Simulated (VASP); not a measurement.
Input of a VASP 6.6.1 run:

Contents of INCAR:

```
PREC     = Accurate       # precision mode
ENCUT    = 520            # plane-wave cutoff, eV
EDIFF    = 1E-6           # SCF threshold, eV
ISMEAR   = 0              # smearing method
SIGMA    = 0.02           # smearing width, eV
LREAL    = F              # projectors in reciprocal space
LASPH    = T              # aspherical terms in the spheres
NELM     = 80             # most SCF steps
ALGO     = Normal         # electronic algorithm
ISIF     = 2              # what is computed and relaxed
LWAVE    = F              # write WAVECAR
LCHARG   = F              # write CHGCAR
GGA      = CA             # functional
NBANDS   = 55             # bands
```

Contents of KPOINTS:

```
Automatic mesh
0
Gamma
  10 10 4
```

The input POSCAR:

```
Ga2O3
1.0
    1.3813981015     -4.5912702281      0.0000000000
    1.3813981015      4.5912702281      0.0000000000
    0.0000000000      0.0000000000      7.0518798366
Ga O
4 6
Direct
    0.2486493975      0.7513506025      0.7500000000
    0.7513506025      0.2486493975      0.2500000000
    0.0000000000      0.0000000000      0.0000000000
    0.0000000000      0.0000000000      0.5000000000
    0.3613811279      0.6386188721      0.4259544250
    0.6386188721      0.3613811279      0.5740455750
    0.6386188721      0.3613811279      0.9259544250
    0.3613811279      0.6386188721      0.0740455750
    0.1045231181      0.8954768819      0.2500000000
    0.8954768819      0.1045231181      0.7500000000
```

Potentials or basis: VASP PAW LDA potentials, release 64 (Ga_d, O).

The run is started by

```bash
$ cat potpaw_LDA.64/Ga_d/POTCAR potpaw_LDA.64/O/POTCAR > POTCAR
$ mpirun -np 1 vasp_std > vasp.out
```

**Question.** What does it give for the band gap on the k mesh?

**Answer.** 1.80 eV (least direct gap 1.85 eV).

**Question.** What does it give for the pressure?

**Answer.** 1.8 GPa.

**Question.** What does it give for the largest force?

**Answer.** 0.078 eV/Å.

Stress tensor (GPa, compression positive):
```
2.38 0.00 0.00
0.00 2.08 0.00
0.00 0.00 1.07
```

A k mesh can miss the band edges.
